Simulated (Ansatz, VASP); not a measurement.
**Two plane-wave programs on Au**

```
Au
1.0
    -1.62110    1.62110    1.62110
     1.62110   -1.62110    1.62110
     1.62110    1.62110   -1.62110
Au
1
Direct
  0.00000 0.00000 0.00000
```

Alike in both runs: functional PBEsol; k mesh 18 × 18 × 18; occupations gaussian, width 0.1 eV; no spin polarisation.

Ansatz relaxed the structure, and its values are those at the end. VASP's run is a single point on that final structure, the one shown.

|  | VASP | Ansatz |
| --- | --- | --- |
| version | VASP 6.6.1 | Ansatz 0.2.0 |
| potentials or method | VASP PAW PBE potentials, release 64 (Au), cutoff 520 eV | scalar-relativistic, plane waves, PAW |
| valence electrons in the cell | 11 | 19 |

```tsv
	VASP	Ansatz	Ansatz less VASP
gap on the k mesh at the Fermi level (eV)	none	none	-
pressure (GPa)	-0.2	0.0	+0.24
```

VASP's potentials were made for PBE, not for PBEsol. A gap of «none» marks a metal or a gap that the smearing closes. VASP's potentials hold 11 valence electrons a cell and Ansatz's 19, so a difference there can come from the potentials and not from the codes.

Spin-orbit coupling is off throughout.
